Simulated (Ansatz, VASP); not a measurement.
**One calculation of GaSnH3, two programs**

```
Ga Sn H
1.0
     3.82314    0.00000    0.00000
     0.00000    3.82314    0.00000
     0.00000    0.00000    4.09305
Ga Sn H
1 1 3
Direct
  0.50000 0.50000 0.50000
  0.00000 0.00000 0.00000
  0.00000 0.50000 0.50000
  0.50000 0.00000 0.50000
  0.00000 0.00000 0.50000
```

Alike in both runs: functional PBE; k mesh 10 × 10 × 10; occupations gaussian, width 0.1 eV; no spin polarisation.

Ansatz relaxed the structure, and its values are those at the end. VASP's run is a single point on that final structure, the one shown.

|  | VASP | Ansatz |
| --- | --- | --- |
| version | VASP 6.6.1 | Ansatz 0.2.0 |
| potentials or method | VASP PAW PBE potentials, release 64 (Ga_d, Sn_d, H), cutoff 520 eV | scalar-relativistic, plane waves, PAW |
| valence electrons in the cell | 30 | 30 |

```csv
,VASP,Ansatz,Ansatz less VASP
gap on the k mesh at the Fermi level (eV),none,none,-
pressure (GPa),-0.1,0.0,+0.07
```

A gap of «none» marks a metal or a gap that the smearing closes.
